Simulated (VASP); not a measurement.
# Si5W3 in VASP: further runs, part 2 of 2

VASP 6.6.1. The steps go on from the part before.

## Step 4: Single point, PBE

INCAR

```
SYSTEM = Si5W3
  PREC = Accurate
  ENCUT = 520
  EDIFF = 1E-7
  ISMEAR = -1
  SIGMA = 0.1224
  LREAL = Auto
  LASPH = .True.
  NELM = 60
  ALGO = Normal
  ISIF = 2
  LWAVE = .False.
  LCHARG = .False.
  GGA = PE
  NBANDS = 111
  ISYM = 0
```

KPOINTS

```
Automatic mesh
0
Gamma
  1 1 1
  0.25 0.25 0.25
```

POSCAR

```
Si5W3
1.0
    7.2041990000     -0.0818820000      0.0070510000
   -0.0818820000      7.4902340000      0.1623590000
    0.0070510000      0.1623590000      7.4951860000
Si W
15 9
Direct
    0.6492851508      0.8582293739      0.2986956731
    0.0685875402      0.8015458749      0.8679464662
    0.2013861912      0.7182969223      0.5638053620
    0.2280406760      0.1650727637      0.3172709838
    0.9758737026      0.0775431211      0.8634283780
    0.5566582609      0.6391412747      0.0008905269
    0.3301689149      0.8800388365      0.3080092680
    0.5689562151      0.8939645983      0.6157727229
    0.4716137302      0.9794425277      0.9802225511
   -0.0122788030      0.8297810674      0.1856578547
    0.2578460025      0.2869144334      1.0257004679
    0.6133414168      0.3277076153      0.0700232188
    0.1272601627      0.4179119899      0.4745331091
    0.6879859277      0.5797471918      0.7527056483
    0.9410132260      0.3174010234      0.2078979765
    0.2153934970      0.6360512895      0.1050256270
    0.5044068338      0.5554509922      0.3582796958
    0.9159050382      0.9647875610      0.4695184362
    0.3460259139      0.5092286527      0.7678510335
    0.8254399943      0.5967248628      0.4613592205
    0.9544134938      0.4036799929      0.8481616534
    0.6341580474      0.2407096625      0.7152201655
    0.2585359841      0.1950548798      0.6785995901
    0.5562038921      0.1933516193      0.3916457618
```

Potentials or basis: VASP PAW PBE potentials, release 64 (Si, W_sv).

Command:

```
$ cat potpaw_PBE.64/Si/POTCAR potpaw_PBE.64/W_sv/POTCAR > POTCAR
$ mpirun -np 1 vasp_std > vasp.out
```

OUTCAR:

```text
SYSTEM = Si5W3
   PREC = Accurate
   ENCUT = 520
   EDIFF = 1E-7
   ISMEAR = -1
   LREAL = Auto
   LASPH = .True.
   NELM = 60
   ISIF = 2
   GGA = PE
   ISYM = 0

 ion  position               nearest neighbor table
   1  0.649  0.858  0.299-   7 2.31  18 2.45   8 2.47  17 2.50  10 2.60  20 2.62  24 2.73   9 2.84
                             6 2.90
   2  0.069  0.802  0.868-   5 2.19  16 2.39  10 2.47   3 2.58  21 3.08  19 3.11
   3  0.201  0.718  0.564-   7 2.40  19 2.40  13 2.42   2 2.58  18 2.86  20 2.95   8 2.96  17 2.98

   4  0.228  0.165  0.317-   7 2.28  11 2.34  13 2.40  24 2.44  15 2.51  23 2.74  18 2.88
   5  0.976  0.078  0.863-   2 2.19  21 2.45  23 2.58  11 2.85  22 2.97  10 2.98  18 3.13
   6  0.557  0.639  0.001-  14 2.15  12 2.41  19 2.53  16 2.58   9 2.63  17 2.75   1 2.90
   7  0.330  0.880  0.308-   4 2.28   1 2.31   3 2.40  16 2.55  10 2.66   9 2.73  17 2.77   8 2.88
                            24 2.92  18 3.30
   8  0.569  0.894  0.616-   1 2.47  14 2.69  24 2.75  18 2.76  22 2.76   7 2.88   9 2.92   3 2.96
                            20 3.18  23 3.26  17 3.28
   9  0.472  0.979  0.980-   6 2.63   7 2.73  11 2.83   1 2.84  12 2.89   8 2.92  22 2.95  23 3.14
                            16 3.24
  10  0.988  0.830  0.186-  16 2.31  18 2.45   2 2.47   1 2.60   7 2.66  20 2.88   5 2.98
  11  0.258  0.287  0.026-   4 2.34  19 2.57  12 2.60  15 2.68  21 2.70  23 2.72  16 2.73   9 2.83
                             5 2.85
  12  0.613  0.328  0.070-   6 2.41  15 2.58  11 2.60  24 2.60  22 2.77   9 2.89  17 2.93  21 3.00
                            14 3.01  19 3.25
  13  0.127  0.418  0.475-   4 2.40   3 2.42  23 2.42  15 2.54  20 2.58  19 2.81  17 3.00  21 3.06
[... 9 lines left out ...]
  18  0.916  0.965  0.470-   1 2.45  10 2.45   8 2.76  20 2.82   3 2.86   4 2.88   5 3.13  24 3.18
                            15 3.22   7 3.30  23 3.40
  19  0.346  0.509  0.768-   3 2.40  14 2.51   6 2.53  23 2.54  11 2.57  13 2.81  16 2.90  22 2.96
                            21 2.97   2 3.11  12 3.25  17 3.28
  20  0.825  0.597  0.461-  14 2.39  17 2.46  13 2.58   1 2.62  18 2.82  10 2.88   3 2.95  15 3.02
                             8 3.18  21 3.33  22 3.47
  21  0.954  0.404  0.848-  14 2.44   5 2.45  11 2.70  15 2.75  22 2.79  19 2.97  12 3.00  23 3.03
                            13 3.06   2 3.08  16 3.23  20 3.33
  22  0.634  0.241  0.715-  24 2.53  14 2.59  23 2.74   8 2.76  12 2.77  21 2.79   9 2.95  19 2.96
                             5 2.97  20 3.47
[... 155 lines left out ...]
  volume of cell :      404.21
 maximum number of plane-waves:     10887
 NGX is ok and might be reduce to    54
   NGX = 27   NGY = 27   NGZ = 27

 number of electron     185.9999982 magnetization

 Free energy of the ion-electron system (eV)
  ---------------------------------------------------
  ext. energy  EPLUGINS =         0.00000000
  ---------------------------------------------------
  free energy    TOTEN  =      -183.84609222 eV

  energy without entropy =     -183.13111215  energy(sigma->0) =     -183.48860219

 E-fermi :   8.8949     XC(G=0): -11.4483

 val. band max:        8.8246091974   @ k =   0.2500   0.2500   0.2500
 cond. band min:       9.0165282934   @ k =   0.2500   0.2500   0.2500
 fundamental gap:      0.1919190960
 Fermi energy:         8.8949454179

 k-point     1 :       0.2500    0.2500    0.2500
  band No.  band energies     occupation
      1     -65.2399      2.00000
      2     -65.2110      2.00000
      3     -65.1232      2.00000
      4     -65.0931      2.00000
      5     -65.0073      2.00000
      6     -64.9836      2.00000
[... 97 lines left out ...]
    104      10.2664      0.00003
    105      10.3516      0.00001
 [bands above 105 left out]

------------------------ aborting loop because EDIFF is reached ----------------------------------------

  FORCE on cell =-STRESS in cart. coord.  units (eV):
  Direction    XX          YY          ZZ          XY          YZ          ZX
  --------------------------------------------------------------------------------------
  -------------------------------------------------------------------------------------
  Total        1.2934719     -8.6458294     -9.6075676     -6.7873711      6.5754016      4.1716909
  in kB        5.1269921    -34.2698577    -38.0819421    -26.9034042     26.0632114     16.5355166
  external PRESSURE =     -22.4082692 kB  Pullay stress =       0.0000000 kB

 VOLUME and BASIS-vectors are now :
 -----------------------------------------------------------------------------
  energy-cutoff  :      520.00
  volume of cell :      404.21
      direct lattice vectors                 reciprocal lattice vectors
     7.204199000 -0.081882000  0.007051000     0.138825386  0.001521161 -0.000163549
    -0.081882000  7.490234000  0.162359000     0.001521161  0.133586562 -0.002895152
     0.007051000  0.162359000  7.495186000    -0.000163549 -0.002895152  0.133481839

 POSITION                                       TOTAL-FORCE (eV/Angst)
 -----------------------------------------------------------------------------------
      4.60941      6.42367      2.38270         1.151240      0.101679     -0.980366
      0.43461      6.13907      6.63604         0.202030     -1.736482     -1.089866
      1.39599      5.45526      4.34387        -1.070908      1.111825     -0.876262
      1.63157      1.26927      2.40641        -1.445788     -0.017471      1.649407
      7.03013      0.64109      6.49103        -1.280914      1.015915     -0.733501
      3.95795      4.74188      0.11437        -0.720945      1.382044      3.409139
[... 16 lines left out ...]
      1.85136      1.55001      5.11972         0.587477     -1.042395     -0.008104
      3.99393      1.46629      2.97077         1.804238     -1.262066     -0.279401
 -----------------------------------------------------------------------------------
    total drift:                               -0.005129     -0.000463      0.003977

  FREE ENERGIE OF THE ION-ELECTRON SYSTEM (eV)
  ---------------------------------------------------
  free  energy   TOTEN  =      -183.8460922189 eV

  energy  without entropy=     -183.1311121541  energy(sigma->0) =     -183.48860219
```

stdout:

```text
POSCAR found type information on POSCAR SiW
 POSCAR found :  2 types and      24 ions
 scaLAPACK will be used
 LDA part: xc-table for (Slater+PW92), standard interpolation
 POSCAR, INCAR and KPOINTS ok, starting setup
 FFT: planning ... GRIDC
 FFT: planning ... GRID_SOFT
 FFT: planning ... GRID
 WAVECAR not read
 entering main loop
```

Wall time 82 s (1 thread of Intel Xeon Platinum 8559C (Emerald Rapids), shared host); peak memory 0.4 GiB.

Results:

```yaml
Free_energy: -183.8461 eV
Pressure: -2.2 GPa
Largest_force: 3.749 eV/Å
```

Forces on the atoms (eV/Å):
```
Si   1.151  0.102 -0.980
Si   0.202 -1.736 -1.090
Si  -1.071  1.112 -0.876
Si  -1.446 -0.017  1.649
Si  -1.281  1.016 -0.734
Si  -0.721  1.382  3.409
Si  -0.367 -0.599  0.163
Si   0.159  0.597  0.618
Si  -0.087  0.358 -0.768
Si  -1.524  1.666  0.911
Si   0.066 -0.207 -0.794
Si   0.623  0.283  0.255
Si  -0.878  0.999  0.446
Si   0.862 -0.343 -1.429
Si  -0.878  0.602  0.308
W    0.959 -3.047 -0.795
W   -2.338 -0.379 -0.339
W    1.137  0.427  0.591
W   -0.358  0.342 -0.393
W    2.563  0.480 -0.919
W    0.244  0.161  0.917
W    0.590 -0.893  0.138
W    0.587 -1.042 -0.008
W    1.804 -1.262 -0.279
```

Stress tensor (GPa, compression positive):
```
 0.51 -2.69  1.65
-2.69 -3.43  2.61
 1.65  2.61 -3.81
```

Caveat: the k points lie up to 0.87 Å⁻¹ apart, too coarse for converged energies, forces and pressures; the atoms stand as in a frame of molecular dynamics; spin-orbit coupling is left out, which moves the levels of the heavy elements.

## Step 5: Summary

```tsv
cell	smearing	pressure (GPa)	largest force (eV/Å)
as given, atomic positions A	fermi-dirac 0.2197 eV	0.5	4.55
as given, atomic positions B	fermi-dirac 0.1224 eV	-0.6	3.27
as given, atomic positions C	fermi-dirac 0.1224 eV	-2.2	3.75
```

Alike in all rows: task single point; level PBE; potentials or basis VASP PAW PBE potentials, release 64 (Si, W_sv); no spin polarisation; k mesh 1 × 1 × 1, shifted; cutoff (eV) 520.

Caveats: all runs use coarse meshes; the atoms stand as in a frame of molecular dynamics; spin-orbit coupling is left out, which moves the levels of the heavy elements.

Total energies depend on the potentials used, so only differences within one code and one set of settings carry meaning.
